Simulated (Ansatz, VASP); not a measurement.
One calculation of Mn, two programs

```
CELL_PARAMETERS angstrom
-1.44064 1.44064 1.44064
1.44064 -1.44064 1.44064
1.44064 1.44064 -1.44064
ATOMIC_POSITIONS crystal
Mn 0.00000 0.00000 0.00000
```

Alike in both runs: task single point; functional PBE; k mesh 8 × 8 × 8; collinear spin.

|  | VASP | Ansatz |
| --- | --- | --- |
| version | VASP 6.6.1 | Ansatz 0.2 development build |
| potentials or method | VASP PAW PBE potentials, release 64 (Mn_pv) | scalar-relativistic |
| plane-wave cutoff (eV) | 500 | 1306 |
| occupations | fermi-dirac, width 0.1 eV | fermi-dirac |

|  | VASP | Ansatz | Ansatz less VASP |
| --- | --- | --- | --- |
| net moment per atom (μB) | 0.96 | 0.96 | -0.005 |
| size of the moment on the site where the two differ most (μB) | 0.98 | 0.97 | -0.006 |

Site moments also hang on the region over which each program counts them. Ansatz's warnings: negative dielectric reading.

The k mesh is coarse, so the values compare programs but aren't converged.
